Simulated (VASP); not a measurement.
# AlNi3: density of states with LDA

AlNi3:

```
CELL_PARAMETERS angstrom
3.52305 0.00000 0.00000
0.00000 3.52305 0.00000
0.00000 0.00000 3.52305
ATOMIC_POSITIONS crystal
Al 0.00000 0.00000 0.00000
Ni 0.00000 0.50000 0.50000
Ni 0.50000 0.00000 0.50000
Ni 0.50000 0.50000 0.00000
```

```yaml
Program: VASP 6.6.1
Task: density of states
Functional: LDA
Potentials_or_basis: VASP PAW LDA potentials, release 64 (Al, Ni)
Cutoff: 520 eV
k_mesh: 2 × 2 × 2
Occupations: methfessel-paxton, width 0.1 eV
Spin: no spin polarisation
Dipole_correction: no
k_mesh_for_the_DOS: 3 × 3 × 3
Occupations_for_the_DOS: gaussian
Further_INCAR_settings: ALGO = Normal; EDIFF = 1e-06
```

The valence electrons inside the program's atomic spheres are Al 0.80; Ni 9.51.

Levels at points of the mesh, in eV from the Fermi level:
| k point | band 12 | band 13 | band 14 | band 15 | band 16 | band 17 | band 18 | band 19 | band 20 |
| --- | --- | --- | --- | --- | --- | --- | --- | --- | --- |
| (0.00, 0.00, 0.00) | -0.57 | -0.09 | -0.01 | -0.01 | -0.01 | 0.98 | 0.98 | 0.98 | 6.89 |

It took 6.5 s on 1 thread of AMD EPYC 9R45 96-Core Processor (Zen 5), with other jobs on the host, peak memory 0.1 GiB.

Caveat: the k points lie up to 0.89 Å⁻¹ apart. Spin polarisation is off, so any magnetic state and its effect on volume and gap are missing.
